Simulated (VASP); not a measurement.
# HfN in VASP: single point with PBE

Aim: the single point of HfN with PBE.

Everything below comes from runs of VASP 6.6.1. Logs are shortened: lines on timing, memory, paths and dates and some standing lists are left out, and cuts for length are marked.

## (1) The cell of the first run

The cell holds a slab with vacuum, 10 atoms: a = 3.216 Å, b = 3.216 Å, c = 26.816 Å, α = 90.00°, β = 90.00°, γ = 120.00°.

## (2) Single point, PBE

INCAR

```
ALGO = Normal
AMIX = 0.1
AMIX_MAG = 0.4
BMIX = 1E-4
BMIX_MAG = 1E-4
DIPOL = 0.5 0.5 0.500
EDIFF = 1E-6
ENCUT = 640
GGA = PE
GGA_COMPAT = False
IDIPOL = 3
ISIF = 2
ISMEAR = 0
KPAR = 4
LASPH = True
LCHARG = False
LDIPOL = True
LREAL = False
LWAVE = False
NBANDS = 48
NELM = 300
NELMDL = -8
PREC = Accurate
SIGMA = 0.1
```

KPOINTS

```
k-points
0
Gamma
  12 12 1
```

POSCAR

```
HfN
1.0
    3.2157753576      0.0000000000      0.0000000000
   -1.6078876788      2.7849431526      0.0000000000
    0.0000000000      0.0000000000     26.8155131304
N Hf
5 5
Direct
    0.3333333333      0.6666666667      0.2893456125
    0.0000000000      0.0000000000      0.3807684538
    0.6666666667      0.3333333333      0.4747479335
    0.3333333333      0.6666666667      0.5736701166
    0.0000000000      0.0000000000      0.6705442741
    0.6666666667      0.3333333333      0.3184766356
    0.3333333333      0.6666666667      0.4257319689
    0.0000000000      0.0000000000      0.5237524541
    0.6666666667      0.3333333333      0.6238110609
    0.3333333333      0.6666666667      0.7191514900
```

Potentials or basis: VASP PAW PBE potentials, release 64 (N, Hf_pv).

Launch:

```
$ cat potpaw_PBE.64/N/POTCAR potpaw_PBE.64/Hf_pv/POTCAR > POTCAR
$ mpirun -np 4 vasp_std > vasp.out
```

OUTCAR:

```text
AMIX = 0.1
   AMIX_MAG = 0.4
   EDIFF = 1E-6
   ENCUT = 640
   GGA = PE
   ISIF = 2
   ISMEAR = 0
   LASPH = True
   LREAL = False
   NELM = 300
   NELMDL = -8
   PREC = Accurate

 ion  position               nearest neighbor table
   1  0.333  0.667  0.289-   6 2.01   6 2.01   6 2.01
   2  0.000  0.000  0.381-   7 2.21   7 2.21   7 2.21   6 2.50   6 2.50   6 2.50
   3  0.667  0.333  0.475-   8 2.27   8 2.27   8 2.27   7 2.27   7 2.27   7 2.27
   4  0.333  0.667  0.574-   8 2.29   8 2.29   8 2.29   9 2.29   9 2.29   9 2.29
   5  0.000  0.000  0.671-   9 2.24   9 2.24   9 2.24  10 2.27  10 2.27  10 2.27
   6  0.667  0.333  0.318-   1 2.01   1 2.01   1 2.01   2 2.50   2 2.50   2 2.50   7 3.42   7 3.42
                             7 3.42
   7  0.333  0.667  0.426-   2 2.21   2 2.21   2 2.21   3 2.27   3 2.27   3 2.27   8 3.22   8 3.22
                             8 3.22   6 3.42   6 3.42   6 3.42
   8  0.000  0.000  0.524-   3 2.27   3 2.27   3 2.27   4 2.29   4 2.29   4 2.29   7 3.22   7 3.22
                             7 3.22   9 3.26   9 3.26   9 3.26
   9  0.667  0.333  0.624-   5 2.24   5 2.24   5 2.24   4 2.29   4 2.29   4 2.29  10 3.16  10 3.16
                            10 3.16   8 3.26   8 3.26   8 3.26
  10  0.333  0.667  0.719-   5 2.27   5 2.27   5 2.27   9 3.16   9 3.16   9 3.16

  LATTYP: Found a hexagonal cell.
 ALAT       =     3.2157753576
 C/A-ratio  =     8.3387395413

  Lattice vectors:

 A1 = (   3.2157753576,   0.0000000000,   0.0000000000)
 A2 = (  -1.6078876788,   2.7849431526,   0.0000000000)
 A3 = (   0.0000000000,   0.0000000000,  26.8155131304)

Analysis of symmetry for initial positions (statically):
=====================================================================
 Subroutine PRICEL returns:
 Original cell was already a primitive cell.

 Routine SETGRP: Setting up the symmetry group for a
 hexagonal supercell.

 Subroutine GETGRP returns: Found  6 space group operations
 (whereof  6 operations were pure point group operations)
 out of a pool of 24 trial point group operations.

The static configuration has the point symmetry C_3v.

Analysis of symmetry for dynamics (positions and initial velocities):
=====================================================================
 Subroutine PRICEL returns:
 Original cell was already a primitive cell.

 Routine SETGRP: Setting up the symmetry group for a
 hexagonal supercell.

 Subroutine GETGRP returns: Found  6 space group operations
 (whereof  6 operations were pure point group operations)
 out of a pool of 24 trial point group operations.

[... 127 lines left out ...]
   IALGO  =     38    algorithm
   IMIX   =      4    mixing-type and parameters
     AMIX     =   0.10;   BMIX     =  0.00
     AMIX_MAG =   0.40;   BMIX_MAG =  0.00
  volume/ion in A,a.u.               =      24.02       162.06
  Fermi-wavevector in a.u.,A,eV,Ry     =   1.110706  2.098930 16.785076  1.233668
  Thomas-Fermi vector in A             =   2.247261
   LORBIT       =      0    0 simple, 1 ext, 2 COOP (PROOUT), +10 PAW based schemes
   GGA     = PE    functional components
   LHFCALC =     F    Hartree Fock is set to
   AEXX    =    0.0000 exact exchange contribution
   IVDW    =     0    specifies the selected vdW correction
   LEPSILON=     F    determine dielectric tensor
   LRPA    =     F    only Hartree local field effects (RPA)
 non-spin polarized calculation
 Gauss-broadening in eV      SIGMA  =   0.10
  energy-cutoff  :      640.00
  volume of cell :      240.15
 maximum number of plane-waves:      8955
 NGX is ok and might be reduce to    28
   NGX = 13   NGY = 13   NGZ =111

 dipolmoment           0.000000      0.000000      0.023453 electrons x Angstroem

 number of electron      75.0000002 magnetization

 dipolmoment           0.000000      0.000000     -0.088386 electrons x Angstroem

 Free energy of the ion-electron system (eV)
  ---------------------------------------------------
  ext. energy  EPLUGINS =         0.00000000
  ---------------------------------------------------
  free energy    TOTEN  =      -105.95897777 eV

  energy without entropy =     -105.93656565  energy(sigma->0) =     -105.94777171

 E-fermi :   1.0391     XC(G=0):  -6.9317

 val. band max:        1.0380690674   @ k =   0.0000   0.0000   0.0000
 cond. band min:       1.0431367656   @ k =   0.4167  -0.0000   0.0000
 fundamental gap:      0.0050676983
 Fermi energy:         1.0391028455

 k-point     1 :       0.0000    0.0000    0.0000
  band No.  band energies     occupation
      1     -30.8848      2.00000
      2     -30.6524      2.00000
      3     -30.3383      2.00000
      4     -30.2024      2.00000
      5     -30.2024      2.00000
      6     -30.1429      2.00000
[... 958 lines left out ...]
     47       4.8491      0.00000
     48       4.9798      0.00000

------------------------ aborting loop because EDIFF is reached ----------------------------------------

 vacuum level on the upper side and lower side of the slab       (xc-potential included)        -0.963         0.862

  FORCE on cell =-STRESS in cart. coord.  units (eV):
  Direction    XX          YY          ZZ          XY          YZ          ZX
  --------------------------------------------------------------------------------------
  -------------------------------------------------------------------------------------
  Total        0.3202099      0.3202099     -1.6897337      0.0000000      0.0000000      0.0000000
  in kB        2.1362751      2.1362751    -11.2730309      0.0000000      0.0000000      0.0000000
  external PRESSURE =      -2.3334936 kB  Pullay stress =       0.0000000 kB

 VOLUME and BASIS-vectors are now :
 -----------------------------------------------------------------------------
  energy-cutoff  :      640.00
  volume of cell :      240.15
      direct lattice vectors                 reciprocal lattice vectors
     3.215775358  0.000000000  0.000000000     0.310966995  0.179536878  0.000000000
    -1.607887679  2.784943153  0.000000000     0.000000000  0.359073757  0.000000000
     0.000000000  0.000000000 26.815513130     0.000000000  0.000000000  0.037291847

 POSITION                                       TOTAL-FORCE (eV/Angst)
 -----------------------------------------------------------------------------------
     -0.00000      1.85663      7.75895        -0.000000     -0.000000      0.114020
      0.00000      0.00000     10.21050         0.000000     -0.000000      0.057601
      1.60789      0.92831     12.73061        -0.000000     -0.000000     -0.015413
     -0.00000      1.85663     15.38326         0.000000      0.000000      0.000063
      0.00000      0.00000     17.98099         0.000000     -0.000000     -0.023980
      1.60789      0.92831      8.54011         0.000000     -0.000000     -0.014278
     -0.00000      1.85663     11.41622         0.000000      0.000000     -0.007612
      0.00000      0.00000     14.04469         0.000000     -0.000000     -0.008220
      1.60789      0.92831     16.72781        -0.000000      0.000000      0.019069
     -0.00000      1.85663     19.28442         0.000000     -0.000000     -0.121251
 -----------------------------------------------------------------------------------
    total drift:                                0.000000     -0.000000     -0.001457

  FREE ENERGIE OF THE ION-ELECTRON SYSTEM (eV)
  ---------------------------------------------------
  free  energy   TOTEN  =      -105.9589777680 eV

  energy  without entropy=     -105.9365656465  energy(sigma->0) =     -105.94777171

 vacuum level on the upper side and lower side of the slab         5.486         7.340
```

stdout:

```text
POSCAR found type information on POSCAR N Hf
 POSCAR found :  2 types and      10 ions
 scaLAPACK will be used
 LDA part: xc-table for (Slater+PW92), standard interpolation
 POSCAR, INCAR and KPOINTS ok, starting setup
 FFT: planning ... GRIDC
 FFT: planning ... GRID_SOFT
 FFT: planning ... GRID
 WAVECAR not read
 entering main loop
```

Run time: 8.2 min. Hardware: 4 MPI ranks of Intel Xeon 6975P-C (Granite Rapids), shared host; peak memory 0.58 GiB.

Results:

* Free energy: -105.9590 eV
* Largest force: 0.121 eV/Å
* Band gap on the k mesh: zero (an odd number of electrons rules out a gap without spin polarisation)

Forces in eV/Å, atoms in the order of the input:
```
N    0.000  0.000  0.114
N    0.000  0.000  0.058
N    0.000  0.000 -0.015
N    0.000  0.000  0.000
N    0.000  0.000 -0.024
Hf   0.000  0.000 -0.014
Hf   0.000  0.000 -0.008
Hf   0.000  0.000 -0.008
Hf   0.000  0.000  0.019
Hf   0.000  0.000 -0.121
```

Caveat: spin-orbit coupling is left out, which moves the levels of the heavy elements; an odd number of electrons without spin polarisation forces a metal; a magnetic or distorted state may lie lower.
